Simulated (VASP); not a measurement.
# RbOs2 (P-3m1) in VASP: further runs

The runs below take RbOs2 through single point, relaxation of cell and atoms, with PBE.

All numbers are computed with VASP 6.6.1; they aren't measurements. Logs are shortened: lines on timing, memory, paths and dates and some standing lists are left out, and cuts for length are marked.

### Step 1. The cell of the first run

It takes space group P-3m1 (No. 164, trigonal). The conventional cell has a = 4.047 Å, b = 4.047 Å, c = 5.991 Å, α = 90.00°, β = 90.00°, γ = 120.00°. Rb (site symmetry -3m) has 12 Os at 3.64 to 3.96 Å and 6 Rb at 4.05 Å within 4.8 Å. Os (site symmetry 3m) has 3 Os at 2.37 Å within 3.1 Å.

### Step 2. Single point, PBE

INCAR

```
SYSTEM = RbOs2
ALGO = Normal
EDIFF = 1E-6
ENCUT = 520
GGA = PE
ISIF = 2
ISMEAR = 0
LASPH = .True.
LCHARG = .True.
LELF = .True.
LREAL = .False.
LVHAR = .True.
LWAVE = .False.
NBANDS = 20
NELM = 100
PREC = Accurate
SIGMA = 0.1
```

KPOINTS

```
k-points
0
Gamma
  12 12 8
  0 0 0
```

POSCAR

```
RbOs2
1.0
    4.0474885903      0.0000000000      0.0000000000
   -2.0237442951      3.5052279407      0.0000000000
    0.0000000000      0.0000000000      5.9912631698
Rb Os
1 2
Direct
    0.0000000000      0.0000000000      0.0000000000
    0.6666666667      0.3333333333      0.5334655703
    0.3333333333      0.6666666667      0.4665344297
```

Potentials or basis: VASP PAW PBE potentials, release 64 (Rb_sv, Os).

Run with:

```console
cat potpaw_PBE.64/Rb_sv/POTCAR potpaw_PBE.64/Os/POTCAR > POTCAR
mpirun -np 1 vasp_std > vasp.out
```

OUTCAR:

```text
SYSTEM = RbOs2
   EDIFF = 1E-6
   ENCUT = 520
   GGA = PE
   ISIF = 2
   ISMEAR = 0
   LASPH = .True.
   LREAL = .False.
   NELM = 100
   PREC = Accurate

 ion  position               nearest neighbor table
   1  0.000  0.000  0.000-   2 3.64   3 3.64   3 3.64   2 3.64   2 3.64   3 3.64   2 3.96   3 3.96
                             3 3.96   2 3.96   2 3.96   3 3.96
   2  0.667  0.333  0.533-   3 2.37   3 2.37   3 2.37   1 3.64   1 3.64   1 3.64   1 3.96   1 3.96
                             1 3.96
   3  0.333  0.667  0.467-   2 2.37   2 2.37   2 2.37   1 3.64   1 3.64   1 3.64   1 3.96   1 3.96
                             1 3.96

  LATTYP: Found a hexagonal cell.
 ALAT       =     4.0474885903
 C/A-ratio  =     1.4802421393

  Lattice vectors:

 A1 = (   4.0474885903,   0.0000000000,   0.0000000000)
 A2 = (  -2.0237442951,   3.5052279407,   0.0000000000)
 A3 = (   0.0000000000,   0.0000000000,   5.9912631698)

Analysis of symmetry for initial positions (statically):
=====================================================================
 Subroutine PRICEL returns:
 Original cell was already a primitive cell.

 Routine SETGRP: Setting up the symmetry group for a
 hexagonal supercell.

 Subroutine GETGRP returns: Found 12 space group operations
 (whereof 12 operations were pure point group operations)
 out of a pool of 24 trial point group operations.

The static configuration has the point symmetry D_3d.

Analysis of symmetry for dynamics (positions and initial velocities):
=====================================================================
 Subroutine PRICEL returns:
 Original cell was already a primitive cell.

 Routine SETGRP: Setting up the symmetry group for a
 hexagonal supercell.

 Subroutine GETGRP returns: Found 12 space group operations
 (whereof 12 operations were pure point group operations)
 out of a pool of 24 trial point group operations.

The dynamic configuration has the point symmetry D_3d.

 Subroutine INISYM returns: Found 12 space group operations
 (whereof 12 operations are pure point group operations),
 and found     1 'primitive' translations

----------------------------------------------------------------------------------------

                                     Primitive cell

  volume of cell :      85.0003

  direct lattice vectors                    reciprocal lattice vectors
     4.047488590  0.000000000  0.000000000     0.247066787  0.142644076  0.000000000
    -2.023744295  3.505227941  0.000000000     0.000000000  0.285288152  0.000000000
     0.000000000  0.000000000  5.991263170     0.000000000  0.000000000  0.166909710

  length of vectors
     4.047488590  4.047488590  5.991263170     0.285288152  0.285288152  0.166909710

  position of ions in fractional coordinates (direct lattice)
     0.000000000  0.000000000  0.000000000
     0.666666667  0.333333333  0.533465570
     0.333333333  0.666666667  0.466534430

  ion indices of the primitive-cell ions
   primitive index   ion index
                 1           1
                 2           2
                 3           3

----------------------------------------------------------------------------------------

 KPOINTS: k-points

Automatic generation of k-mesh.
 Grid dimensions read from file:
 generate k-points for:   12   12    8

 Generating k-lattice:

  Cartesian coordinates                     Fractional coordinates (reciprocal lattice)
     0.020588899  0.011887006  0.000000000     0.083333333  0.000000000  0.000000000
     0.000000000  0.023774013  0.000000000     0.000000000  0.083333333  0.000000000
     0.000000000  0.000000000  0.020863714     0.000000000  0.000000000  0.125000000

  Length of vectors
     0.023774013  0.023774013  0.020863714

  Shift w.r.t. Gamma in fractional coordinates (k-lattice)
     0.000000000  0.000000000  0.000000000

 Subroutine IBZKPT returns following result:
 ===========================================

 Found    131 irreducible k-points:

 Following reciprocal coordinates:
            Coordinates               Weight
  0.000000  0.000000  0.000000      1.000000
  0.083333  0.000000  0.000000      6.000000
  0.166667  0.000000  0.000000      6.000000
  0.250000  0.000000  0.000000      6.000000
  0.333333  0.000000  0.000000      6.000000
  0.416667  0.000000  0.000000      6.000000
[... 16 lines left out ...]
  0.166667  0.000000  0.125000      6.000000
  0.000000  0.166667  0.125000      6.000000
 [... further k-points ...]
   k-points           NKPTS =    131   k-points in BZ     NKDIM =    131   number of bands    NBANDS=     20
   number of dos      NEDOS =    301   number of ions     NIONS =      3
   total plane-waves  NPLWV =  43200
   dimension x,y,z NGX =    30 NGY =   30 NGZ =   48
   dimension x,y,z NGXF=    60 NGYF=   60 NGZF=   96
   ions per type =               1   2
   NGX,Y,Z   is equivalent  to a cutoff of  12.32, 12.32, 13.32 a.u.
   NGXF,Y,Z  is equivalent  to a cutoff of  24.64, 24.64, 26.64 a.u.
 SYSTEM =  RbOs2
   PREC   = accura    normal or accurate (medium, high low for compatibility)
   ISTART =      0    job   : 0-new  1-cont  2-samecut
   ICHARG =      2    charge: 1-file 2-atom 10-const
   ISPIN  =      1    spin polarized calculation?
   LNONCOLLINEAR =      F non collinear calculations
   LSORBIT =      F    spin-orbit coupling
   LASPH  =      T    aspherical Exc in radial PAW
   ENCUT  =  520.0 eV  38.22 Ry    6.18 a.u.   7.53  7.53 11.14*2*pi/ulx,y,z
   NELM   =    100;   NELMIN=  2; NELMDL= -5     # of ELM steps
   EDIFF  = 0.1E-05   stopping-criterion for ELM
   LREAL  =      F    real-space projection
   EDIFFG = 0.1E-04   stopping-criterion for IOM
   NSW    =      0    number of steps for IOM
   IBRION =     -1    ionic relax: 0-MD 1-quasi-New 2-CG
   NFREE  =      0    steps in history (QN), initial steepest desc. (CG)
   ISIF   =      2    stress and relaxation
   ISYM   =      2    0-nonsym 1-usesym 2-fastsym
   POTIM  = 0.5000    time-step for ionic-motion
   TEBEG  =    0.0;   TEEND  =   0.0 temperature during run
   PSTRESS=    0.0 pullay stress
   NELECT =      25.0000    total number of electrons
   NUPDOWN=      -1.0000    fix difference up-down
   EMIN   =  10.00;   EMAX   =-10.00  energy-range for DOS
   EFERMI =   0.00;   METHOD = LEGACY
[... 15 lines left out ...]
   LRPA    =     F    only Hartree local field effects (RPA)
 non-spin polarized calculation
 Gauss-broadening in eV      SIGMA  =   0.10
  energy-cutoff  :      520.00
  volume of cell :       85.00
 maximum number of plane-waves:      2314
   NGX = 15   NGY = 15   NGZ = 23

 number of electron      25.0000001 magnetization

 Free energy of the ion-electron system (eV)
  ---------------------------------------------------
  ext. energy  EPLUGINS =         0.00000000
  ---------------------------------------------------
  free energy    TOTEN  =       -20.33499495 eV

  energy without entropy =      -20.32537345  energy(sigma->0) =      -20.33018420

 E-fermi :   2.4740     XC(G=0):  -9.4506

 val. band max:        2.4695287856   @ k =   0.2500   0.0833   0.0000
 cond. band min:       2.5002667429   @ k =  -0.0833   0.3333   0.1250
 fundamental gap:      0.0307379574
 Fermi energy:         2.4740373881

 k-point     1 :       0.0000    0.0000    0.0000
  band No.  band energies     occupation
      1     -24.4522      2.00000
      2      -8.5626      2.00000
      3      -8.3732      2.00000
      4      -8.3732      2.00000
      5      -3.9295      2.00000
      6      -0.8234      2.00000
[... 12 lines left out ...]
     19       8.4069      0.00000
     20      10.6812      0.00000

 k-point     2 :       0.0833    0.0000    0.0000
  band No.  band energies     occupation
      1     -24.4489      2.00000
      2      -8.5559      2.00000
      3      -8.4169      2.00000
      4      -8.3819      2.00000
      5      -3.8124      2.00000
      6      -0.9735      2.00000
[... 12 lines left out ...]
     19       8.5018      0.00000
     20      10.6920      0.00000

 k-point     3 :       0.1667    0.0000    0.0000
  band No.  band energies     occupation
      1     -24.4400      2.00000
      2      -8.5374      2.00000
      3      -8.5325      2.00000
      4      -8.4056      2.00000
      5      -3.4742      2.00000
      6      -1.2804      2.00000
[... 12 lines left out ...]
     19       8.7414      0.00000
     20      10.4074      0.00000

 k-point     4 :       0.2500    0.0000    0.0000
  band No.  band energies     occupation
      1     -24.4277      2.00000
      2      -8.6828      2.00000
      3      -8.5119      2.00000
      4      -8.4376      2.00000
      5      -2.9573      2.00000
      6      -1.6172      2.00000
[... 12 lines left out ...]
     19       8.9085      0.00000
     20       9.4954      0.00000

 k-point     5 :       0.3333    0.0000    0.0000
  band No.  band energies     occupation
      1     -24.4154      2.00000
      2      -8.8254      2.00000
      3      -8.4862      2.00000
      4      -8.4691      2.00000
      5      -2.3528      2.00000
      6      -1.9156      2.00000
[... 12 lines left out ...]
     19       8.5940      0.00000
     20       8.8604      0.00000

 k-point     6 :       0.4167    0.0000    0.0000
  band No.  band energies     occupation
      1     -24.4064      2.00000
      2      -8.9257      2.00000
      3      -8.4920      2.00000
      4      -8.4671      2.00000
      5      -2.1276      2.00000
      6      -1.8372      2.00000
[... 12 lines left out ...]
     19       8.0127      0.00000
     20       9.1080      0.00000

 k-point     7 :       0.5000    0.0000    0.0000
  band No.  band energies     occupation
      1     -24.4031      2.00000
      2      -8.9616      2.00000
      3      -8.5004      2.00000
      4      -8.4602      2.00000
      5      -2.1996      2.00000
      6      -1.6478      2.00000
[... 12 lines left out ...]
     19       7.7340      0.00000
     20       9.3298      0.00000
[... 277 lines left out ...]
 k-point    20 :       0.0000    0.0000    0.1250
  band No.  band energies     occupation
      1     -24.4521      2.00000
      2      -8.5765      2.00000
      3      -8.3733      2.00000
      4      -8.3733      2.00000
      5      -3.8812      2.00000
      6      -0.8259      2.00000
[... 12 lines left out ...]
     19       8.4659      0.00000
     20      10.8150      0.00000

 k-point    21 :       0.0833    0.0000    0.1250
  band No.  band energies     occupation
      1     -24.4488      2.00000
      2      -8.5689      2.00000
      3      -8.4165      2.00000
      4      -8.3821      2.00000
      5      -3.7667      2.00000
      6      -0.9805      2.00000
[... 12 lines left out ...]
     19       8.5544      0.00000
     20      10.6500      0.00000

 k-point    22 :       0.0000    0.0833    0.1250
  band No.  band energies     occupation
      1     -24.4488      2.00000
      2      -8.5688      2.00000
      3      -8.4165      2.00000
      4      -8.3820      2.00000
      5      -3.7678      2.00000
      6      -0.9688      2.00000
[... 12 lines left out ...]
     19       8.5689      0.00000
     20      10.6732      0.00000

 k-point    23 :       0.1667    0.0000    0.1250
  band No.  band energies     occupation
      1     -24.4399      2.00000
      2      -8.5510      2.00000
      3      -8.5283      2.00000
      4      -8.4059      2.00000
      5      -3.4335      2.00000
      6      -1.2867      2.00000
[... 12 lines left out ...]
     19       8.7928      0.00000
     20      10.2555      0.00000

 k-point    24 :       0.0000    0.1667    0.1250
  band No.  band energies     occupation
      1     -24.4399      2.00000
      2      -8.5498      2.00000
      3      -8.5289      2.00000
      4      -8.4057      2.00000
      5      -3.4420      2.00000
      6      -1.2776      2.00000
[... 12 lines left out ...]
     19       8.8012      0.00000
     20      10.3798      0.00000

 [... further k-points ...]

------------------------ aborting loop because EDIFF is reached ----------------------------------------

  FORCE on cell =-STRESS in cart. coord.  units (eV):
  Direction    XX          YY          ZZ          XY          YZ          ZX
  --------------------------------------------------------------------------------------
  -------------------------------------------------------------------------------------
  Total       -0.3973626     -0.3973626     -0.0643643     -0.0000000      0.0000000     -0.0000000
  in kB       -7.4899222     -7.4899222     -1.2132088     -0.0000000      0.0000000     -0.0000000
  external PRESSURE =      -5.3976844 kB  Pullay stress =       0.0000000 kB

 VOLUME and BASIS-vectors are now :
 -----------------------------------------------------------------------------
  energy-cutoff  :      520.00
  volume of cell :       85.00
      direct lattice vectors                 reciprocal lattice vectors
     4.047488590  0.000000000  0.000000000     0.247066787  0.142644076  0.000000000
    -2.023744295  3.505227941  0.000000000     0.000000000  0.285288152  0.000000000
     0.000000000  0.000000000  5.991263170     0.000000000  0.000000000  0.166909710

 POSITION                                       TOTAL-FORCE (eV/Angst)
 -----------------------------------------------------------------------------------
      0.00000      0.00000      0.00000        -0.000000      0.000000      0.000000
      2.02374      1.16841      3.19613        -0.000000      0.000000     -0.036928
     -0.00000      2.33682      2.79513         0.000000     -0.000000      0.036928
 -----------------------------------------------------------------------------------
    total drift:                                0.000000     -0.000000      0.000000

  FREE ENERGIE OF THE ION-ELECTRON SYSTEM (eV)
  ---------------------------------------------------
  free  energy   TOTEN  =       -20.3349949514 eV

  energy  without entropy=      -20.3253734515  energy(sigma->0) =      -20.33018420
```

Wall time 2.4 min (1 thread of Intel Xeon Platinum 8488C (Sapphire Rapids), shared host); peak memory 0.35 GiB.

What came out:

```yaml
Free_energy: -20.3350 eV
Pressure: -0.5 GPa
Largest_force: 0.037 eV/Å
Band_gap_on_the_k_mesh: zero (an odd number of electrons rules out a gap without spin polarisation)
```

Forces on the atoms (eV/Å):
```
Rb   0.000  0.000  0.000
Os   0.000  0.000 -0.037
Os   0.000  0.000  0.037
```

Levels at points of the mesh, in eV from the Fermi level:
| k point | band 9 | band 10 | band 11 | band 12 | band 13 | band 14 | band 15 | band 16 | band 17 | band 18 |
| --- | --- | --- | --- | --- | --- | --- | --- | --- | --- | --- |
| (0.00, 0.00, 0.00) | -2.47 | -2.47 | -0.90 | -0.90 | -0.22 | 1.19 | 1.19 | 1.49 | 2.98 | 5.93 |
| (0.50, 0.00, 0.00) | -2.64 | -2.19 | -1.42 | -0.91 | 0.40 | 1.13 | 2.05 | 3.51 | 3.64 | 4.33 |
| (0.00, 0.00, 0.50) | -2.45 | -2.05 | -0.99 | -0.96 | -0.96 | -0.06 | 1.28 | 1.28 | 4.37 | 6.42 |
| (0.50, 0.00, 0.50) | -2.92 | -2.10 | -1.19 | -0.78 | 0.75 | 1.12 | 2.07 | 3.00 | 3.48 | 3.91 |

Caveat: spin-orbit coupling is left out, which moves the levels of the heavy elements.

### Step 3. Single point, PBE

INCAR

```
ALGO = Normal
EDIFF = 1E-6
ENCUT = 520
GGA = PE
ISIF = 2
ISMEAR = 0
LASPH = True
LCHARG = False
LREAL = False
LWAVE = False
NBANDS = 20
NELM = 100
PREC = Accurate
SIGMA = 0.1
```

KPOINTS

```
k-points
0
Gamma
  12 12 8
```

POSCAR is that of step 2.

Potentials or basis: VASP PAW PBE potentials, release 64 (Rb_sv, Os).

Run with:

```console
cat potpaw_PBE.64/Rb_sv/POTCAR potpaw_PBE.64/Os/POTCAR > POTCAR
mpirun -np 1 vasp_std > vasp.out
```

Run time: 2 min. Hardware: 1 thread of Intel Xeon Platinum 8488C (Sapphire Rapids), shared host; peak memory 0.35 GiB.

Results (log left out):

* Free energy: -20.3350 eV
* Pressure: -0.5 GPa
* Largest force: 0.037 eV/Å
* Band gap on the k mesh: zero (an odd number of electrons rules out a gap without spin polarisation)

Forces in eV/Å, atoms in the order of the input:
```
Rb   0.000  0.000  0.000
Os   0.000  0.000 -0.037
Os   0.000  0.000  0.037
```

Stress tensor (GPa, compression positive):
```
-0.75  0.00  0.00
 0.00 -0.75  0.00
 0.00  0.00 -0.12
```

Levels at points of the mesh, in eV from the Fermi level:
```csv
k point,band 11,band 12,band 13,band 14,band 15,band 16
"(0.00, 0.00, 0.00)",-0.90,-0.90,-0.22,1.19,1.19,1.49
"(0.50, 0.00, 0.00)",-1.42,-0.91,0.40,1.13,2.05,3.51
"(0.00, 0.00, 0.50)",-0.99,-0.96,-0.96,-0.06,1.28,1.28
"(0.50, 0.00, 0.50)",-1.19,-0.78,0.75,1.12,2.07,3.00
```

Caveat: spin-orbit coupling is left out, which moves the levels of the heavy elements.

### Step 4. Relaxation of cell and atoms, PBE

This run uses another cell than the first one, of 28.43 Å³/atom.

INCAR

```
PREC     = Accurate       # precision mode
ENCUT    = 600            # plane-wave cutoff, eV
EDIFF    = 1E-6           # SCF threshold, eV
ISMEAR   = 0              # smearing method
SIGMA    = 0.1            # smearing width, eV
LREAL    = F              # projectors in reciprocal space
LASPH    = T              # aspherical terms in the spheres
NELM     = 100            # most SCF steps
ALGO     = Normal         # electronic algorithm
ISIF     = 3              # what is computed and relaxed
LWAVE    = F              # write WAVECAR
LCHARG   = F              # write CHGCAR
GGA      = PE             # functional
IBRION   = 2              # ionic algorithm
NSW      = 100            # ionic steps
EDIFFG   = -0.01          # ionic threshold
```

KPOINTS

```
regular mesh
0
Gamma
  12 12 8
```

POSCAR

```
RbOs2
1.0
    4.0491573700      0.0000000000      0.0000000000
   -2.0245786850      3.5066731463      0.0000000000
    0.0000000000      0.0000000000      6.0069569450
Rb Os
1 2
Direct
    0.0000000000      0.0000000000      0.0000000000
    0.6666666667      0.3333333333      0.5324610916
    0.3333333333      0.6666666667      0.4675389084
```

Run with:

```console
cat potpaw_PBE.64/Rb_sv/POTCAR potpaw_PBE.64/Os/POTCAR > POTCAR
mpirun -np 1 vasp_std > vasp.out
```

Run time: 6.8 min. Hardware: 1 thread of Intel Xeon Platinum 8488C (Sapphire Rapids), shared host; peak memory 0.39 GiB.

The run converged. Its results:

| Quantity | Value |
| --- | --- |
| Free energy | -20.3361 eV |
| Relaxed volume | 28.21 Å³/atom |
| Relaxed cell | a = 4.039 Å, b = 4.039 Å, c = 5.990 Å, α = 90.00°, β = 90.00°, γ = 120.00° |
| Space group after relaxing (to 0.1 Å) | P-3m1 (No. 164) |
| Energy gained by relaxing | 0.6 meV/atom |
| Ionic steps | 7 |
| Pressure after relaxing | 0.0 GPa |
| Largest force after relaxing | 0.004 eV/Å |
| Band gap on the k mesh | zero (an odd number of electrons rules out a gap without spin polarisation) |

Forces in eV/Å, atoms in the order of the input:
```
Rb   0.000  0.000  0.000
Os   0.000  0.000  0.004
Os   0.000  0.000 -0.004
```

Step by step:
| step | energy change (eV) | largest force (eV/Å) | pressure (GPa) | volume (Å³) |
| --- | --- | --- | --- | --- |
| 1 | 0.0000 | 0.1101 | -0.52 | 85.29 |
| 2 | 0.0003 | 0.0770 | 0.80 | 84.17 |
| 3 | -0.0014 | 0.0942 | 0.09 | 84.75 |
| 4 | -0.0017 | 0.0453 | -0.07 | 84.72 |
| 5 | -0.0017 | 0.0035 | -0.02 | 84.73 |
| 6 | -0.0018 | 0.0008 | -0.02 | 84.69 |
| 7 | -0.0018 | 0.0042 | -0.01 | 84.63 |

Final structure:
```xyz
3
Lattice="4.0392 0.0000 0.0000 -2.0196 3.4981 0.0000 0.0000 0.0000 5.9897" Properties=species:S:1:pos:R:3 pbc="T T T"
Rb    4.0392    0.0000    0.0000
Os    2.0196    1.1660    3.1952
Os    0.0000    2.3320    2.7945
```

Levels at points of the mesh, in eV from the Fermi level:
```tsv
k point	band 9	band 10	band 11	band 12	band 13	band 14	band 15	band 16
(0.00, 0.00, 0.00)	-2.48	-2.48	-0.90	-0.90	-0.23	1.20	1.20	1.49
(0.50, 0.00, 0.00)	-2.65	-2.20	-1.42	-0.91	0.40	1.14	2.06	3.51
(0.00, 0.00, 0.50)	-2.46	-2.07	-1.01	-0.97	-0.97	-0.06	1.29	1.29
(0.50, 0.00, 0.50)	-2.94	-2.11	-1.20	-0.78	0.75	1.13	2.09	2.99
```

Caveat: spin-orbit coupling is left out, which moves the levels of the heavy elements.

The gap in the log of VASP goes by the Fermi energy; the results here count the filled bands.